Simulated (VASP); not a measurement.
Crystal: Hf2Pd2Se2Br2O3.

```
Hf Pd Se Br O
1.0
     5.75899    0.00000    0.00000
    -2.87949    4.98743    0.00000
     0.00000    0.00000    8.52547
Hf Pd Se Br O
2 2 2 2 3
Direct
  0.33333 0.66667 0.54201
  0.66667 0.33333 0.54201
  0.33333 0.66667 0.12880
  0.66667 0.33333 0.12880
  0.33333 0.66667 0.85572
  0.66667 0.33333 0.85572
  0.00000 0.00000 0.13895
  0.00000 0.00000 0.65384
  0.50000 0.00000 0.42963
  0.00000 0.50000 0.42963
  0.50000 0.50000 0.42963
```

```yaml
Program: VASP 6.6.1
Task: relaxation of cell and atoms
Functional: PBE
Dispersion: D4
Potentials_or_basis: VASP PAW PBE potentials, release 64 (Hf_pv, Pd, Se, Br, O)
Cutoff: 600 eV
k_mesh: 4 × 4 × 2
Occupations: fermi-dirac, width 0.05 eV
Spin: no spin polarisation
```

At the start: pressure -2.5 GPa; volume 22.26 Å³/atom.

Q: Where does the relaxation end?

A: Over 21 steps the energy falls by 12.3 meV/atom and the volume is 20.72 Å³/atom (-6.9 %); space group P6mm (No. 183, to 0.1 Å) before and after.

The path:
| step | energy change (eV) | largest force (eV/Å) | pressure (GPa) | volume (Å³) |
| --- | --- | --- | --- | --- |
| 1 | 0.0000 | 0.3399 | -2.52 | 244.87 |
| 2 | 0.0267 | 1.4420 | 2.70 | 232.69 |
| 3 | -0.0489 | 0.4219 | -0.33 | 239.31 |
| 4 | -0.0778 | 0.2409 | -0.09 | 235.66 |
| 5 | -0.0834 | 0.2689 | 0.08 | 233.20 |
| 6 | -0.1004 | 0.1774 | 0.06 | 231.60 |
| 7 | -0.1081 | 0.0861 | 0.05 | 229.49 |
| 8 | -0.1207 | 0.1320 | 0.12 | 228.71 |
| 9 | -0.1293 | 0.2377 | 0.27 | 227.48 |
| 10 | -0.1319 | 0.2378 | -0.51 | 228.17 |
| 11 | -0.1337 | 0.1083 | -0.22 | 227.89 |
| 12 | -0.1340 | 0.1037 | 0.25 | 227.15 |
| 13 | -0.1351 | 0.0486 | 0.04 | 227.50 |
| 14 | -0.1351 | 0.0491 | 0.01 | 227.51 |
| 15 | -0.1352 | 0.0427 | 0.04 | 227.55 |
| 16 | -0.1354 | 0.0352 | 0.05 | 227.60 |
| 17 | -0.1354 | 0.0374 | 0.07 | 227.70 |
| 18 | -0.1354 | 0.0275 | 0.06 | 227.65 |
| 19 | -0.1355 | 0.0243 | 0.04 | 227.73 |
| 20 | -0.1356 | 0.0259 | -0.04 | 227.95 |
| 21 | -0.1356 | 0.0114 | -0.02 | 227.95 |

Final structure:
```
Hf Pd Se Br O
1.0
     5.65238   -0.00035    0.00000
    -2.82649    4.89493    0.00000
     0.00000    0.00000    8.23922
Hf Pd Se Br O
2 2 2 2 3
Direct
  0.33332 0.66668 0.54007
  0.66668 0.33333 0.54007
  0.33332 0.66668 0.14127
  0.66668 0.33332 0.14127
  0.33332 0.66668 0.86079
  0.66668 0.33332 0.86079
  0.00000 0.00000 0.13974
  0.00000 0.00000 0.65369
  0.50000 0.00000 0.41903
  0.00000 0.50000 0.41903
  0.50000 0.50000 0.41901
```

Caveat: the k points lie up to 0.38 Å⁻¹ apart in the final cell.
